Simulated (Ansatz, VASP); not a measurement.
# Two plane-wave programs on Ge

INCAR

```
SYSTEM = Ge
PREC     = Accurate       ! precision mode
ENCUT    = 520            ! plane-wave cutoff, eV
EDIFF    = 1E-6           ! SCF threshold, eV
ISMEAR   = 0              ! smearing method
SIGMA    = 0.15           ! smearing width, eV
LREAL    = .False.        ! projectors in reciprocal space
LASPH    = .True.         ! aspherical terms in the spheres
NELM     = 100            ! most SCF steps
ALGO     = Normal         ! electronic algorithm
ISIF     = 2              ! what is computed and relaxed
LWAVE    = .False.        ! write WAVECAR
LCHARG   = .True.         ! write CHGCAR
GGA      = CA             ! functional
LELF     = .True.         ! ELF
LVHAR    = .True.       
NBANDS   = 13             ! bands
```

Contents of KPOINTS:

```
regular mesh
0
Gamma
  20 20 20
  0 0 0
```

POSCAR

```
Ge
1.0
    0.0472131118      2.0983605250      2.0983605250
    2.0983605250      0.0472131118      2.0983605250
    2.1455736368      2.1455736368      0.0000000000
Ge
1
Direct
    0.0000000000      0.0000000000      0.0000000000
```

Input for Ansatz:

```yaml
crystal:
  lattice:
    - [0.0472131118, 2.098360525, 2.098360525]
    - [2.098360525, 0.0472131118, 2.098360525]
    - [2.1455736368, 2.1455736368, 0.0]
  atoms:
    - { symbol: Ge, position: [0.0, 0.0, 0.0] }
basis:
  ecutwfc: 420
kpoints:
  mp_grid: { grid: [20, 20, 20] }
hamiltonian:
  xc: lda
scf:
  occupations: { method: gaussian, width: 0.15 }
output:
  forces: true
  stress: true
  eigenvalues: true
```

Change from the starting cell: strain +0.0450 x Voigt [0, 0, 0, 0, 0, 1], atoms carried along.

Alike in both runs: task single point; functional LDA; k mesh 20 × 20 × 20; occupations gaussian, width 0.15 eV; no spin polarisation.

|  | VASP | Ansatz |
| --- | --- | --- |
| version | VASP 6.6.1 | Ansatz 0.2.0 |
| potentials or method | VASP PAW LDA potentials, release 64 (Ge_d), cutoff 520 eV | scalar-relativistic, plane waves, PAW |
| valence electrons in the cell | 14 | 14 |

|  | VASP | Ansatz | Ansatz less VASP |
| --- | --- | --- | --- |
| gap on the k mesh at the Fermi level (eV) | none | none | - |
| pressure (GPa) | -1.1 | -1.2 | -0.16 |
| traceless stress, the component that is largest in VASP (GPa) | -0.59 | -0.59 | +0.002 |

LDA's correlation is that of Perdew and Zunger in VASP and of Perdew and Wang (1992) in Ansatz. A gap of «none» marks a metal or a gap that the smearing closes.
